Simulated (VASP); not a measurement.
# Cs (P6_3/mmc) in VASP: further runs

Runs on Cs. Level: r2SCAN. Tasks: single point.

All numbers are computed with VASP 6.6.1; they aren't measurements. Logs are shortened: lines on timing, memory, paths and dates and some standing lists are left out, and cuts for length are marked.

## (1) The cell of the first run

The structure is hexagonal, space group P6_3/mmc (No. 194). The conventional cell has a = 5.723 Å, b = 5.723 Å, c = 8.758 Å, α = 90.00°, β = 90.00°, γ = 120.00°.

This isn't the form of Cs at room conditions, which is bcc.

## (2) Single point, r2SCAN

POSCAR

```
Cs
1.0
    5.7231852801      0.0000000000      0.0000000000
   -2.8615926401      4.9564238432      0.0000000000
    0.0000000000      0.0000000000      8.7578639746
Cs
2
Direct
    0.3333333333      0.6666666667      0.2500000000
    0.6666666667      0.3333333333      0.7500000000
```

INCAR.step1

```
ALGO = Normal
EDIFF = 1E-4
ENCUT = 520
GGA = PE
ISMEAR = 0
LASPH = T
LCHARG = F
LREAL = F
LWAVE = T
NBANDS = 16
NELM = 100
PREC = Accurate
SIGMA = 0.15
```

INCAR.step2

```
ALGO = Normal
EDIFF = 1E-6
ENCUT = 520
ISIF = 2
ISMEAR = 0
ISTART = 1
LASPH = T
LCHARG = T
LELF = T
LMIXTAU = T
LREAL = F
LVHAR = T
LWAVE = F
METAGGA = R2SCAN
NBANDS = 16
NELM = 100
PREC = Accurate
SIGMA = 0.15
```

KPOINTS

```
k-points
0
Gamma
  6 6 2
```

Potentials or basis: VASP PAW PBE potentials, release 64 (Cs_sv).

Started as:

```
> cat potpaw_PBE.64/Cs_sv/POTCAR > POTCAR
> cp INCAR.step1 INCAR
> mpirun -np 1 vasp_std > vasp.out
> cp INCAR.step2 INCAR
> mpirun -np 1 vasp_std > vasp.out
```

OUTCAR:

```text
EDIFF = 1E-6
   ENCUT = 520
   ISIF = 2
   ISMEAR = 0
   ISTART = 1
   LASPH = T
   LREAL = F
   METAGGA = R2SCAN
   NELM = 100
   PREC = Accurate

 ion  position               nearest neighbor table
   1  0.333  0.667  0.250-
   2  0.667  0.333  0.750-

  LATTYP: Found a hexagonal cell.
 ALAT       =     5.7231852801
 C/A-ratio  =     1.5302429584

  Lattice vectors:

 A1 = (   5.7231852801,   0.0000000000,   0.0000000000)
 A2 = (  -2.8615926401,   4.9564238432,   0.0000000000)
 A3 = (   0.0000000000,   0.0000000000,   8.7578639746)

Analysis of symmetry for initial positions (statically):
=====================================================================
 Subroutine PRICEL returns:
 Original cell was already a primitive cell.

 Routine SETGRP: Setting up the symmetry group for a
 hexagonal supercell.

 Subroutine GETGRP returns: Found 24 space group operations
 (whereof 12 operations were pure point group operations)
 out of a pool of 24 trial point group operations.

The static configuration has the point symmetry D_3d.
 The point group associated with its full space group is D_6h.

Analysis of symmetry for dynamics (positions and initial velocities):
=====================================================================
 Subroutine PRICEL returns:
 Original cell was already a primitive cell.

 Routine SETGRP: Setting up the symmetry group for a
 hexagonal supercell.

 Subroutine GETGRP returns: Found 24 space group operations
 (whereof 12 operations were pure point group operations)
 out of a pool of 24 trial point group operations.

The dynamic configuration has the point symmetry D_3d.
 The point group associated with its full space group is D_6h.

 Subroutine INISYM returns: Found 24 space group operations
 (whereof 12 operations are pure point group operations),
 and found     1 'primitive' translations

----------------------------------------------------------------------------------------

                                     Primitive cell

  volume of cell :     248.4302

  direct lattice vectors                    reciprocal lattice vectors
     5.723185280  0.000000000  0.000000000     0.174727875  0.100879185  0.000000000
    -2.861592640  4.956423843  0.000000000     0.000000000  0.201758371  0.000000000
     0.000000000  0.000000000  8.757863975     0.000000000  0.000000000  0.114183093

  length of vectors
     5.723185280  5.723185280  8.757863975     0.201758371  0.201758371  0.114183093

  position of ions in fractional coordinates (direct lattice)
     0.333333333  0.666666667  0.250000000
     0.666666667  0.333333333  0.750000000

  ion indices of the primitive-cell ions
   primitive index   ion index
                 1           1
                 2           2

----------------------------------------------------------------------------------------

 KPOINTS: k-points

Automatic generation of k-mesh.
 Grid dimensions read from file:
 generate k-points for:    6    6    2

 Generating k-lattice:

  Cartesian coordinates                     Fractional coordinates (reciprocal lattice)
     0.029121312  0.016813198  0.000000000     0.166666667  0.000000000  0.000000000
     0.000000000  0.033626395  0.000000000     0.000000000  0.166666667  0.000000000
     0.000000000  0.000000000  0.057091547     0.000000000  0.000000000  0.500000000

  Length of vectors
     0.033626395  0.033626395  0.057091547

  Shift w.r.t. Gamma in fractional coordinates (k-lattice)
     0.000000000  0.000000000  0.000000000

 Subroutine IBZKPT returns following result:
 ===========================================

 Found     14 irreducible k-points:

 Following reciprocal coordinates:
            Coordinates               Weight
  0.000000  0.000000  0.000000      1.000000
  0.166667  0.000000  0.000000      6.000000
  0.333333  0.000000  0.000000      6.000000
  0.500000  0.000000  0.000000      3.000000
  0.166667  0.166667  0.000000      6.000000
  0.333333  0.166667  0.000000     12.000000
  0.333333  0.333333  0.000000      2.000000
  0.000000  0.000000  0.500000      1.000000
  0.166667  0.000000  0.500000      6.000000
  0.333333  0.000000  0.500000      6.000000
  0.500000  0.000000  0.500000      3.000000
  0.166667  0.166667  0.500000      6.000000
  0.333333  0.166667  0.500000     12.000000
  0.333333  0.333333  0.500000      2.000000
   k-points           NKPTS =     14   k-points in BZ     NKDIM =     14   number of bands    NBANDS=     16
   number of dos      NEDOS =    301   number of ions     NIONS =      2
   total plane-waves  NPLWV = 161280
   dimension x,y,z NGX =    48 NGY =   48 NGZ =   70
   dimension x,y,z NGXF=    96 NGYF=   96 NGZF=  140
   ions per type =               2
   NGX,Y,Z   is equivalent  to a cutoff of  13.94, 13.94, 13.29 a.u.
   NGXF,Y,Z  is equivalent  to a cutoff of  27.89, 27.89, 26.58 a.u.
 SYSTEM =  unknown system
   PREC   = accura    normal or accurate (medium, high low for compatibility)
   ISTART =      1    job   : 0-new  1-cont  2-samecut
   ICHARG =      0    charge: 1-file 2-atom 10-const
   ISPIN  =      1    spin polarized calculation?
   LNONCOLLINEAR =      F non collinear calculations
   LSORBIT =      F    spin-orbit coupling
   LASPH  =      T    aspherical Exc in radial PAW
   ENCUT  =  520.0 eV  38.22 Ry    6.18 a.u.  10.64 10.64 16.28*2*pi/ulx,y,z
   NELM   =    100;   NELMIN=  2; NELMDL=  0     # of ELM steps
   EDIFF  = 0.1E-05   stopping-criterion for ELM
   LREAL  =      F    real-space projection
   EDIFFG = 0.1E-04   stopping-criterion for IOM
   NSW    =      0    number of steps for IOM
   IBRION =     -1    ionic relax: 0-MD 1-quasi-New 2-CG
   NFREE  =      0    steps in history (QN), initial steepest desc. (CG)
   ISIF   =      2    stress and relaxation
   ISYM   =      2    0-nonsym 1-usesym 2-fastsym
   POTIM  = 0.5000    time-step for ionic-motion
   TEBEG  =    0.0;   TEEND  =   0.0 temperature during run
   PSTRESS=    0.0 pullay stress
   NELECT =      18.0000    total number of electrons
   NUPDOWN=      -1.0000    fix difference up-down
   EMIN   =  10.00;   EMAX   =-10.00  energy-range for DOS
   EFERMI =   0.00;   METHOD = LEGACY
   ISMEAR =     0;   SIGMA  =   0.15  broadening in eV -4-tet -1-fermi 0-gaus
   EFERMI_NEDOS =   21; number of points for ismear=-14 and -15
   IALGO  =     38    algorithm
   IMIX   =      4    mixing-type and parameters
     AMIX     =   0.40;   BMIX     =  1.00
     AMIX_MAG =   1.60;   BMIX_MAG =  1.00
  volume/ion in A,a.u.               =     124.22       838.24
  Fermi-wavevector in a.u.,A,eV,Ry     =   0.682492  1.289723  6.337529  0.465795
  Thomas-Fermi vector in A             =   1.761581
   LORBIT       =      0    0 simple, 1 ext, 2 COOP (PROOUT), +10 PAW based schemes
   METAGGA = R2SCAN    functional components
   LHFCALC =     F    Hartree Fock is set to
   AEXX    =    0.0000 exact exchange contribution
   IVDW    =     0    specifies the selected vdW correction
   LEPSILON=     F    determine dielectric tensor
   LRPA    =     F    only Hartree local field effects (RPA)
 non-spin polarized calculation
 Gauss-broadening in eV      SIGMA  =   0.15
  energy-cutoff  :      520.00
  volume of cell :      248.43
 maximum number of plane-waves:      6729
 NGX is ok and might be reduce to    48

 number of electron      17.9999999 magnetization

 Free energy of the ion-electron system (eV)
  ---------------------------------------------------
  ext. energy  EPLUGINS =         0.00000000
  ---------------------------------------------------
  free energy    TOTEN  =       -50.07072581 eV

  energy without entropy =      -50.05820095  energy(sigma->0) =      -50.06446338

 E-fermi :   0.3669     XC(G=0):  -5.4427

 val. band max:        0.3310977288   @ k =   0.5000   0.0000   0.0000
 cond. band min:       0.5224556590   @ k =   0.0000   0.0000   0.0000
 fundamental gap:      0.1913579303
 Fermi energy:         0.3668508575

 k-point     1 :       0.0000    0.0000    0.0000
  band No.  band energies     occupation
      1     -24.4809      2.00000
      2     -24.4747      2.00000
      3     -10.9772      2.00000
      4     -10.8792      2.00000
      5     -10.8792      2.00000
      6     -10.8589      2.00000
[... 8 lines left out ...]
     15       3.2859      0.00000
     16       3.2859      0.00000

 k-point     2 :       0.1667    0.0000    0.0000
  band No.  band energies     occupation
      1     -24.4800      2.00000
      2     -24.4745      2.00000
      3     -10.9675      2.00000
      4     -10.8956      2.00000
      5     -10.8850      2.00000
      6     -10.8761      2.00000
[... 8 lines left out ...]
     15       3.0877      0.00000
     16       3.2444      0.00000

 k-point     3 :       0.3333    0.0000    0.0000
  band No.  band energies     occupation
      1     -24.4779      2.00000
      2     -24.4743      2.00000
      3     -10.9439      2.00000
      4     -10.9292      2.00000
      5     -10.9087      2.00000
      6     -10.8960      2.00000
[... 8 lines left out ...]
     15       2.8979      0.00000
     16       3.6612      0.00000

 k-point     4 :       0.5000    0.0000    0.0000
  band No.  band energies     occupation
      1     -24.4765      2.00000
      2     -24.4745      2.00000
      3     -10.9463      2.00000
      4     -10.9263      2.00000
      5     -10.9243      2.00000
      6     -10.9013      2.00000
[... 8 lines left out ...]
     15       2.7681      0.00000
     16       4.2551      0.00000
[... 134 lines left out ...]
 k-point    12 :       0.1667    0.1667    0.5000
  band No.  band energies     occupation
      1     -24.4764      2.00000
      2     -24.4764      2.00000
      3     -10.9375      2.00000
      4     -10.9375      2.00000
      5     -10.8870      2.00000
      6     -10.8870      2.00000
[... 8 lines left out ...]
     15       3.1310      0.00000
     16       3.1310      0.00000

 k-point    13 :       0.3333    0.1667    0.5000
  band No.  band energies     occupation
      1     -24.4755      2.00000
      2     -24.4755      2.00000
      3     -10.9527      2.00000
      4     -10.9527      2.00000
      5     -10.8995      2.00000
      6     -10.8995      2.00000
[... 8 lines left out ...]
     15       3.2349      0.00000
     16       3.2349      0.00000

 k-point    14 :       0.3333    0.3333    0.5000
  band No.  band energies     occupation
      1     -24.4752      2.00000
      2     -24.4752      2.00000
      3     -10.9490      2.00000
      4     -10.9490      2.00000
      5     -10.9149      2.00000
      6     -10.9149      2.00000
[... 8 lines left out ...]
     15       3.4276      0.00000
     16       3.4276      0.00000

------------------------ aborting loop because EDIFF is reached ----------------------------------------

  FORCE on cell =-STRESS in cart. coord.  units (eV):
  Direction    XX          YY          ZZ          XY          YZ          ZX
  --------------------------------------------------------------------------------------
  -------------------------------------------------------------------------------------
  Total       -0.0459886     -0.0459886      0.1045533      0.0000000      0.0000000      0.0000000
  in kB       -0.2965902     -0.2965902      0.6742854      0.0000000      0.0000000      0.0000000
  external PRESSURE =       0.0270350 kB  Pullay stress =       0.0000000 kB

 VOLUME and BASIS-vectors are now :
 -----------------------------------------------------------------------------
  energy-cutoff  :      520.00
  volume of cell :      248.43
      direct lattice vectors                 reciprocal lattice vectors
     5.723185280  0.000000000  0.000000000     0.174727875  0.100879185  0.000000000
    -2.861592640  4.956423843  0.000000000     0.000000000  0.201758371  0.000000000
     0.000000000  0.000000000  8.757863975     0.000000000  0.000000000  0.114183093

 POSITION                                       TOTAL-FORCE (eV/Angst)
 -----------------------------------------------------------------------------------
     -0.00000      3.30428      2.18947         0.000000      0.000000      0.000000
      2.86159      1.65214      6.56840        -0.000000     -0.000000      0.000000
 -----------------------------------------------------------------------------------
    total drift:                               -0.000000      0.000000     -0.000000

  FREE ENERGIE OF THE ION-ELECTRON SYSTEM (eV)
  ---------------------------------------------------
  free  energy   TOTEN  =       -50.0707258081 eV

  energy  without entropy=      -50.0582009468  energy(sigma->0) =      -50.06446338
```

Wall time 2.9 min (1 thread of Intel Xeon 6975P-C (Granite Rapids), shared host); peak memory 0.43 GiB.

Results:

- Free energy: -50.0707 eV
- Pressure: 0.0 GPa
- Band gap on the k mesh: zero (bands 9 and 10 overlap by 1.78 eV)

Caveat: the PAW data sets were made with another functional, which shifts forces and pressure a little; spin-orbit coupling is left out, which moves the levels of the heavy elements.

## (3) Single point, r2SCAN

This run uses another cell than the first one, of the same volume but with other edges.

POSCAR

```
Cs
1.0
    5.3922438014      0.0000000000      0.0000000000
   -2.6961219007      4.6698201154      0.0000000000
    0.0000000000      0.0000000000      9.8658558888
Cs
2
Direct
    0.3333333333      0.6666666667      0.2500000000
    0.6666666667      0.3333333333      0.7500000000
```

INCAR.step1

```
ALGO = Normal
EDIFF = 1E-4
ENCUT = 520
GGA = PE
ISMEAR = 0
LASPH = True
LCHARG = False
LREAL = False
LWAVE = True
NBANDS = 16
NELM = 80
PREC = Accurate
SIGMA = 0.15
```

INCAR.step2

```
ALGO = Normal
EDIFF = 1E-7
ENCUT = 520
ISIF = 2
ISMEAR = 0
ISTART = 1
LASPH = True
LCHARG = False
LMIXTAU = True
LREAL = False
LWAVE = False
METAGGA = R2SCAN
NBANDS = 16
NELM = 80
PREC = Accurate
SIGMA = 0.15
```

KPOINTS is that of step 2.

Potentials or basis: VASP PAW PBE potentials, release 64 (Cs_sv).

Started as:

```
> cat potpaw_PBE.64/Cs_sv/POTCAR > POTCAR
> cp INCAR.step1 INCAR
> mpirun -np 1 vasp_std > vasp.out
> cp INCAR.step2 INCAR
> mpirun -np 1 vasp_std > vasp.out
```

It took 2.4 min on 1 thread of Intel Xeon 6975P-C (Granite Rapids), shared host; peak memory 0.38 GiB.

Results (log left out):

```yaml
Free_energy: -50.0298 eV
Pressure: 0.0 GPa
Band_gap_on_the_k_mesh: zero (bands 9 and 10 overlap by 2.04 eV)
```

Stress tensor (GPa, compression positive):
```
 0.19  0.00  0.00
 0.00  0.19  0.00
 0.00  0.00 -0.36
```

Levels at points of the mesh, in eV from the Fermi level:
```
           k point  band 6  band 7  band 8  band 9  band 10  band 11  band 12  band 13
(0.00, 0.00, 0.00)  -11.30  -11.29  -11.29   -1.78    -0.19     0.24     2.18     2.69
(0.50, 0.00, 0.00)  -11.33  -11.32  -11.31    0.08     0.31     0.69     1.04     1.45
(0.00, 0.00, 0.50)  -11.30  -11.30  -11.30   -1.26    -1.26     1.38     1.38     2.73
(0.50, 0.00, 0.50)  -11.32  -11.32  -11.32    0.21     0.21     0.82     0.82     1.66
```

Caveat: the PAW data sets were made with another functional, which shifts forces and pressure a little; spin-orbit coupling is left out, which moves the levels of the heavy elements.

The gap in the log of VASP goes by the Fermi energy; the results here count the filled bands.